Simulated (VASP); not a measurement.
# Os (I4/mmm) in VASP: a series of runs

Os is run at these levels: PBEsol; tasks: single point.

Everything below comes from runs of VASP 6.6.1. Logs are shortened: lines on timing, memory, paths and dates and some standing lists are left out, and cuts for length are marked.

**1. The cell of the first run**

Symmetry: I4/mmm, No. 139, tetragonal system. Conventional cell: a = 2.668 Å, b = 2.668 Å, c = 3.832 Å, α = 90.00°, β = 90.00°, γ = 90.00°. Os (site symmetry 4/mmm) has 12 Os at 2.67 to 2.69 Å within 3.5 Å.

This isn't the form of Os at room conditions, which is hcp.

**2. Single point, PBEsol (strain -0.030 along x and y, -0.015 along z)**

Input file INCAR:

```
PREC     = Accurate       # precision mode
ENCUT    = 520            # plane-wave cutoff, eV
EDIFF    = 1E-6           # SCF threshold, eV
ISMEAR   = 0              # smearing method
SIGMA    = 0.15           # smearing width, eV
LREAL    = False          # projectors in reciprocal space
LASPH    = True           # aspherical terms in the spheres
NELM     = 60             # most SCF steps
ALGO     = Fast           # electronic algorithm
ISIF     = 2              # what is computed and relaxed
LWAVE    = False          # write WAVECAR
LCHARG   = False          # write CHGCAR
GGA      = PS             # functional
NBANDS   = 10             # bands
```

Input file KPOINTS:

```
regular mesh
0
Gamma
  20 20 20
```

Input file POSCAR:

```
Os
1.0
    0.0000000000      1.8866500000      1.9158250000
    1.8866500000      0.0000000000      1.9158250000
    1.8866500000      1.8866500000      0.0000000000
Os
1
Direct
    0.0000000000      0.0000000000      0.0000000000
```

Potentials or basis: VASP PAW PBE potentials, release 64 (Os).

On the command line:

```bash
$ cat potpaw_PBE.64/Os/POTCAR > POTCAR
$ mpirun -np 1 vasp_std > vasp.out
```

OUTCAR:

```text
PREC = Accurate
   ENCUT = 520
   EDIFF = 1E-6
   ISMEAR = 0
   LREAL = False
   LASPH = True
   NELM = 60
   ISIF = 2
   GGA = PS

 ion  position               nearest neighbor table
   1  0.000  0.000  0.000-

  LATTYP: Found a body centered tetragonal cell.
 ALAT       =     2.6681260175
 C/A-ratio  =     1.4360828443

  Lattice vectors:

 A1 = (  -1.8866500000,   0.0000000000,   1.9158250000)
 A2 = (   1.8866500000,   0.0000000000,   1.9158250000)
 A3 = (   0.0000000000,   1.8866500000,  -1.9158250000)

Analysis of symmetry for initial positions (statically):
=====================================================================
 Subroutine PRICEL returns:
 Original cell was already a primitive cell.

 Routine SETGRP: Setting up the symmetry group for a
 body centered tetragonal supercell.

 Subroutine GETGRP returns: Found 16 space group operations
 (whereof 16 operations were pure point group operations)
 out of a pool of 16 trial point group operations.

The static configuration has the point symmetry D_4h.

Analysis of symmetry for dynamics (positions and initial velocities):
=====================================================================
 Subroutine PRICEL returns:
 Original cell was already a primitive cell.

 Routine SETGRP: Setting up the symmetry group for a
 body centered tetragonal supercell.

 Subroutine GETGRP returns: Found 16 space group operations
 (whereof 16 operations were pure point group operations)
 out of a pool of 16 trial point group operations.

The dynamic configuration has the point symmetry D_4h.

 Subroutine INISYM returns: Found 16 space group operations
 (whereof 16 operations are pure point group operations),
 and found     1 'primitive' translations

----------------------------------------------------------------------------------------

                                     Primitive cell

  volume of cell :      13.6386

  direct lattice vectors                    reciprocal lattice vectors
     0.000000000  1.886650000  1.915825000    -0.265020009  0.265020009  0.260984171
     1.886650000  0.000000000  1.915825000     0.265020009 -0.265020009  0.260984171
     1.886650000  1.886650000  0.000000000     0.265020009  0.265020009 -0.260984171

  length of vectors
     2.688834999  2.688834999  2.668126017     0.456709917  0.456709917  0.456709917

  position of ions in fractional coordinates (direct lattice)
     0.000000000  0.000000000  0.000000000

  ion indices of the primitive-cell ions
   primitive index   ion index
                 1           1

----------------------------------------------------------------------------------------

 KPOINTS: regular mesh

Automatic generation of k-mesh.
 Grid dimensions read from file:
 generate k-points for:   20   20   20

 Generating k-lattice:

  Cartesian coordinates                     Fractional coordinates (reciprocal lattice)
    -0.013251000  0.013251000  0.013049209     0.050000000  0.000000000  0.000000000
     0.013251000 -0.013251000  0.013049209     0.000000000  0.050000000  0.000000000
     0.013251000  0.013251000 -0.013049209    -0.000000000 -0.000000000  0.050000000

  Length of vectors
     0.022835496  0.022835496  0.022835496

  Shift w.r.t. Gamma in fractional coordinates (k-lattice)
     0.000000000  0.000000000  0.000000000

 Subroutine IBZKPT returns following result:
 ===========================================

 Found    641 irreducible k-points:

 Following reciprocal coordinates:
            Coordinates               Weight
  0.000000  0.000000  0.000000      1.000000
  0.050000  0.000000  0.000000      8.000000
  0.100000  0.000000  0.000000      8.000000
  0.150000  0.000000  0.000000      8.000000
  0.200000  0.000000  0.000000      8.000000
  0.250000  0.000000  0.000000      8.000000
[... 16 lines left out ...]
 -0.400000  0.050000  0.000000      8.000000
 -0.350000  0.050000  0.000000      8.000000
 [... further k-points ...]
   k-points           NKPTS =    641   k-points in BZ     NKDIM =    641   number of bands    NBANDS=     10
   number of dos      NEDOS =    301   number of ions     NIONS =      1
   total plane-waves  NPLWV =   8000
   dimension x,y,z NGX =    20 NGY =   20 NGZ =   20
   dimension x,y,z NGXF=    40 NGYF=   40 NGZF=   40
   ions per type =               1
   NGX,Y,Z   is equivalent  to a cutoff of  12.37, 12.37, 12.46 a.u.
   NGXF,Y,Z  is equivalent  to a cutoff of  24.73, 24.73, 24.92 a.u.
 SYSTEM =  unknown system
   PREC   = accura    normal or accurate (medium, high low for compatibility)
   ISTART =      0    job   : 0-new  1-cont  2-samecut
   ICHARG =      2    charge: 1-file 2-atom 10-const
   ISPIN  =      1    spin polarized calculation?
   LNONCOLLINEAR =      F non collinear calculations
   LSORBIT =      F    spin-orbit coupling
   LASPH  =      T    aspherical Exc in radial PAW
   ENCUT  =  520.0 eV  38.22 Ry    6.18 a.u.   5.00  5.00  4.96*2*pi/ulx,y,z
   NELM   =     60;   NELMIN=  2; NELMDL= -5     # of ELM steps
   EDIFF  = 0.1E-05   stopping-criterion for ELM
   LREAL  =      F    real-space projection
   EDIFFG = 0.1E-04   stopping-criterion for IOM
   NSW    =      0    number of steps for IOM
   IBRION =     -1    ionic relax: 0-MD 1-quasi-New 2-CG
   NFREE  =      0    steps in history (QN), initial steepest desc. (CG)
   ISIF   =      2    stress and relaxation
   ISYM   =      2    0-nonsym 1-usesym 2-fastsym
   POTIM  = 0.5000    time-step for ionic-motion
   TEBEG  =    0.0;   TEEND  =   0.0 temperature during run
   PSTRESS=    0.0 pullay stress
   NELECT =       8.0000    total number of electrons
   NUPDOWN=      -1.0000    fix difference up-down
   EMIN   =  10.00;   EMAX   =-10.00  energy-range for DOS
   EFERMI =   0.00;   METHOD = LEGACY
   ISMEAR =     0;   SIGMA  =   0.15  broadening in eV -4-tet -1-fermi 0-gaus
   EFERMI_NEDOS =   21; number of points for ismear=-14 and -15
   IALGO  =     68    algorithm
   IMIX   =      4    mixing-type and parameters
     AMIX     =   0.40;   BMIX     =  1.00
     AMIX_MAG =   1.60;   BMIX_MAG =  1.00
  volume/ion in A,a.u.               =      13.64        92.04
  Fermi-wavevector in a.u.,A,eV,Ry     =   1.370404  2.589688 25.551843  1.878007
  Thomas-Fermi vector in A             =   2.496193
   LORBIT       =      0    0 simple, 1 ext, 2 COOP (PROOUT), +10 PAW based schemes
   GGA     = PS    functional components
   LHFCALC =     F    Hartree Fock is set to
   AEXX    =    0.0000 exact exchange contribution
   IVDW    =     0    specifies the selected vdW correction
   LEPSILON=     F    determine dielectric tensor
   LRPA    =     F    only Hartree local field effects (RPA)
 non-spin polarized calculation
 RMM-DIIS sequential band-by-band and
 Gauss-broadening in eV      SIGMA  =   0.15
  energy-cutoff  :      520.00
  volume of cell :       13.64
 maximum number of plane-waves:       378
   NGX =  9   NGY =  9   NGZ =  9

 number of electron       7.9999999 magnetization

 Free energy of the ion-electron system (eV)
  ---------------------------------------------------
  ext. energy  EPLUGINS =         0.00000000
  ---------------------------------------------------
  free energy    TOTEN  =       -12.08897443 eV

  energy without entropy =      -12.07842696  energy(sigma->0) =      -12.08370069

 E-fermi :   9.6102     XC(G=0): -14.2971

 val. band max:        9.6054916513   @ k =  -0.3500   0.4500   0.1500
 cond. band min:       9.6120894379   @ k =  -0.2500   0.2000   0.0500
 fundamental gap:      0.0065977865
 Fermi energy:         9.6101971812

 k-point     1 :       0.0000    0.0000    0.0000
  band No.  band energies     occupation
      1      -1.5336      2.00000
      2       6.2906      2.00000
      3       6.5218      2.00000
      4       6.5218      2.00000
      5       9.4844      1.76425
      6       9.7911      0.08816
      7      23.8266      0.00000
      8      29.4204      0.00000
      9      29.9691      0.00000
     10      29.9691      0.00000

 k-point     2 :       0.0500    0.0000    0.0000
  band No.  band energies     occupation
      1      -1.4122      2.00000
      2       6.2878      2.00000
      3       6.5045      2.00000
      4       6.5783      2.00000
      5       9.4452      1.88016
      6       9.7445      0.20534
      7      24.0568      0.00000
      8      29.0730      0.00000
      9      29.8786      0.00000
     10      30.1887      0.00000

 k-point     3 :       0.1000    0.0000    0.0000
  band No.  band energies     occupation
      1      -1.0591      2.00000
      2       6.1471      2.00000
      3       6.5939      2.00000
      4       6.7318      2.00000
      5       9.3555      1.98365
      6       9.6310      0.84486
      7      24.6993      0.00000
      8      27.8555      0.00000
      9      30.4513      0.00000
     10      30.8314      0.00000

 k-point     4 :       0.1500    0.0000    0.0000
  band No.  band energies     occupation
      1      -0.5110      2.00000
      2       5.9100      2.00000
      3       6.7622      2.00000
      4       6.9269      2.00000
      5       9.3000      1.99655
      6       9.5300      1.55019
      7      25.4915      0.00000
      8      26.6838      0.00000
      9      31.4487      0.00000
     10      31.8535      0.00000

 k-point     5 :       0.2000    0.0000    0.0000
  band No.  band energies     occupation
      1       0.1575      2.00000
      2       5.7281      2.00000
      3       6.8669      2.00000
      4       7.0631      2.00000
      5       9.4078      1.94370
      6       9.5688      1.30369
      7      24.9576      0.00000
      8      26.9772      0.00000
      9      32.7664      0.00000
     10      33.1880      0.00000

 k-point     6 :       0.2500    0.0000    0.0000
  band No.  band energies     occupation
      1       0.8174      2.00000
      2       5.7601      2.00000
      3       6.8255      2.00000
      4       7.0510      2.00000
      5       9.7668      0.13975
      6       9.8512      0.02306
      7      23.8277      0.00000
      8      27.4533      0.00000
      9      34.2906      0.00000
     10      34.7076      0.00000
[... 183 lines left out ...]
 k-point    21 :       0.5000    0.0500    0.0000
  band No.  band energies     occupation
      1       1.7019      2.00000
      2       6.0454      2.00000
      3       6.4938      2.00000
      4       8.9404      2.00000
      5      12.1077      0.00000
      6      12.5702      0.00000
      7      18.9008      0.00000
      8      23.5926      0.00000
      9      30.1194      0.00000
     10      30.2737      0.00000

 k-point    22 :      -0.4500    0.0500    0.0000
  band No.  band energies     occupation
      1       1.7060      2.00000
      2       6.0790      2.00000
      3       6.4905      2.00000
      4       8.8276      2.00000
      5      11.9024      0.00000
      6      12.6563      0.00000
      7      19.0560      0.00000
      8      23.6632      0.00000
      9      29.9222      0.00000
     10      30.6710      0.00000

 k-point    23 :      -0.4000    0.0500    0.0000
  band No.  band energies     occupation
      1       1.7189      2.00000
      2       6.1905      2.00000
      3       6.5673      2.00000
      4       8.0995      2.00000
      5      11.4350      0.00000
      6      12.3498      0.00000
      7      20.0017      0.00000
      8      24.1542      0.00000
      9      30.3806      0.00000
     10      31.6864      0.00000

 k-point    24 :      -0.3500    0.0500    0.0000
  band No.  band energies     occupation
      1       1.6920      2.00000
      2       6.3603      2.00000
      3       6.7149      2.00000
      4       7.1209      2.00000
      5      10.8072      0.00000
      6      11.7903      0.00000
      7      21.2457      0.00000
      8      25.1236      0.00000
      9      31.3804      0.00000
     10      33.2259      0.00000

 [... further k-points ...]

------------------------ aborting loop because EDIFF is reached ----------------------------------------

  FORCE on cell =-STRESS in cart. coord.  units (eV):
  Direction    XX          YY          ZZ          XY          YZ          ZX
  --------------------------------------------------------------------------------------
  -------------------------------------------------------------------------------------
  Total        1.0762658      1.0762658      0.6230490      0.0000000      0.0000000      0.0000000
  in kB      126.4333391    126.4333391     73.1921141      0.0000000      0.0000000      0.0000000
  external PRESSURE =     108.6862641 kB  Pullay stress =       0.0000000 kB

 VOLUME and BASIS-vectors are now :
 -----------------------------------------------------------------------------
  energy-cutoff  :      520.00
  volume of cell :       13.64
      direct lattice vectors                 reciprocal lattice vectors
     0.000000000  1.886650000  1.915825000    -0.265020009  0.265020009  0.260984171
     1.886650000  0.000000000  1.915825000     0.265020009 -0.265020009  0.260984171
     1.886650000  1.886650000  0.000000000     0.265020009  0.265020009 -0.260984171

 POSITION                                       TOTAL-FORCE (eV/Angst)
 -----------------------------------------------------------------------------------
      0.00000      0.00000      0.00000         0.000000     -0.000000      0.000000
 -----------------------------------------------------------------------------------
    total drift:                                0.000000      0.000000     -0.000000

  FREE ENERGIE OF THE ION-ELECTRON SYSTEM (eV)
  ---------------------------------------------------
  free  energy   TOTEN  =       -12.0889744281 eV

  energy  without entropy=      -12.0784269560  energy(sigma->0) =      -12.08370069
```

Wall time 78 s (1 thread of Intel Xeon Platinum 8559C (Emerald Rapids), shared host); peak memory 0.2 GiB.

What came out:

| Property | Result |
| --- | --- |
| Free energy | -12.0890 eV |
| Pressure | 10.9 GPa |
| Band gap on the k mesh | zero (bands 4 and 5 overlap by 4.17 eV) |

Levels at points of the mesh, in eV from the Fermi level:
```
           k point  band 2  band 3  band 4  band 5  band 6  band 7
(0.00, 0.00, 0.00)   -3.32   -3.09   -3.09   -0.13    0.18   14.22
(0.50, 0.00, 0.00)   -3.45   -3.22   -0.29    2.49    2.62    9.31
(0.50, 0.50, 0.00)   -7.19    2.14    2.53    3.27    3.27   12.41
(0.50, 0.00, 0.50)   -7.21    2.48    2.51    3.16    3.40   12.20
```

Caveat: the cell differs from its parent crystal (strain -0.030 along x and y, -0.015 along z); the cell stands under pressure; the PAW data sets were made with another functional, which shifts forces and pressure a little; spin-orbit coupling is left out, which moves the levels of the heavy elements.

**3. Single point, PBEsol (strain -0.030 along x and y, +0.000 along z)**

Input file INCAR:

```
PREC = Accurate
ENCUT = 520
EDIFF = 1E-6
ISMEAR = 0
SIGMA = 0.15
LREAL = False
LASPH = True
NELM = 100
ALGO = Normal
ISIF = 2
LWAVE = False
LCHARG = False
GGA = PS
NBANDS = 10
```

Input file KPOINTS:

```
Automatic mesh
0
Gamma
  20 20 20
```

Input file POSCAR:

```
Os
1.0
    0.0000000000      1.8866500000      1.9450000000
    1.8866500000      0.0000000000      1.9450000000
    1.8866500000      1.8866500000      0.0000000000
Os
1
Direct
    0.0000000000      0.0000000000      0.0000000000
```

Potentials or basis: VASP PAW PBE potentials, release 64 (Os).

On the command line:

```bash
$ cat potpaw_PBE.64/Os/POTCAR > POTCAR
$ mpirun -np 1 vasp_std > vasp.out
```

It took 65 s on 1 thread of Intel Xeon Platinum 8559C (Emerald Rapids), shared host; peak memory 0.21 GiB.

It converged, with:

```yaml
Free_energy: -12.0917 eV
Pressure: 3.9 GPa
Band_gap_on_the_k_mesh: zero (bands 4 and 5 overlap by 4.13 eV)
```

Stress tensor (GPa, compression positive):
```
 7.45  0.00  0.00
 0.00  7.45  0.00
 0.00  0.00 -3.29
```

Levels at points of the mesh, in eV from the Fermi level:
```tsv
k point	band 1	band 2	band 3	band 4	band 5	band 6	band 7	band 8
(0.00, 0.00, 0.00)	-11.00	-3.39	-2.94	-2.94	-0.28	0.32	14.24	19.40
(0.50, 0.00, 0.00)	-7.87	-3.49	-3.02	-0.28	2.36	2.62	9.12	13.74
(0.50, 0.50, 0.00)	-7.79	-7.02	1.89	2.49	3.17	3.17	11.87	12.67
(0.50, 0.00, 0.50)	-7.77	-7.05	2.42	2.55	2.96	3.44	11.91	12.35
```

Caveat: the cell differs from its parent crystal (strain -0.030 along x and y, +0.000 along z); the cell stands under pressure; the PAW data sets were made with another functional, which shifts forces and pressure a little; spin-orbit coupling is left out, which moves the levels of the heavy elements.

**4. Single point, PBEsol (strain -0.015 along x and y, -0.030 along z)**

Input file INCAR:

```
PREC     = Accurate       # precision mode
ENCUT    = 520            # plane-wave cutoff, eV
EDIFF    = 1E-6           # SCF threshold, eV
ISMEAR   = 0              # smearing method
SIGMA    = 0.15           # smearing width, eV
LREAL    = False          # projectors in reciprocal space
LASPH    = True           # aspherical terms in the spheres
NELM     = 100            # most SCF steps
ALGO     = Normal         # electronic algorithm
ISIF     = 2              # what is computed and relaxed
LWAVE    = False          # write WAVECAR
LCHARG   = True           # write CHGCAR
GGA      = PS             # functional
LELF     = True           # ELF
LVHAR    = True         
NBANDS   = 10             # bands
```

KPOINTS is that of step 3.

Input file POSCAR:

```
Os
1.0
    0.0000000000      1.9158250000      1.8866500000
    1.9158250000      0.0000000000      1.8866500000
    1.9158250000      1.9158250000      0.0000000000
Os
1
Direct
    0.0000000000      0.0000000000      0.0000000000
```

On the command line:

```bash
$ cat potpaw_PBE.64/Os/POTCAR > POTCAR
$ mpirun -np 1 vasp_std > vasp.out
```

It took 63 s on 1 thread of Intel Xeon Platinum 8559C (Emerald Rapids), shared host; peak memory 0.21 GiB.

The run converged. Its results:

```yaml
Free_energy: -12.0985 eV
Pressure: 3.6 GPa
Band_gap_on_the_k_mesh: zero (bands 4 and 5 overlap by 4.24 eV)
```

Stress tensor (GPa, compression positive):
```
1.87 0.00 0.00
0.00 1.87 0.00
0.00 0.00 7.12
```

Levels at points of the mesh, in eV from the Fermi level:
```csv
k point,band 2,band 3,band 4,band 5,band 6,band 7
"(0.00, 0.00, 0.00)",-3.17,-3.17,-2.95,-0.12,0.17,14.23
"(0.50, 0.00, 0.00)",-3.37,-3.14,-0.29,2.42,2.56,9.11
"(0.50, 0.50, 0.00)",-7.06,2.44,2.55,3.20,3.20,12.12
"(0.50, 0.00, 0.50)",-7.04,2.22,2.46,3.07,3.30,12.28
```

Caveat: the cell differs from its parent crystal (strain -0.015 along x and y, -0.030 along z); the cell stands under pressure; the PAW data sets were made with another functional, which shifts forces and pressure a little; spin-orbit coupling is left out, which moves the levels of the heavy elements.

(Part 1 of 2 ends here.)
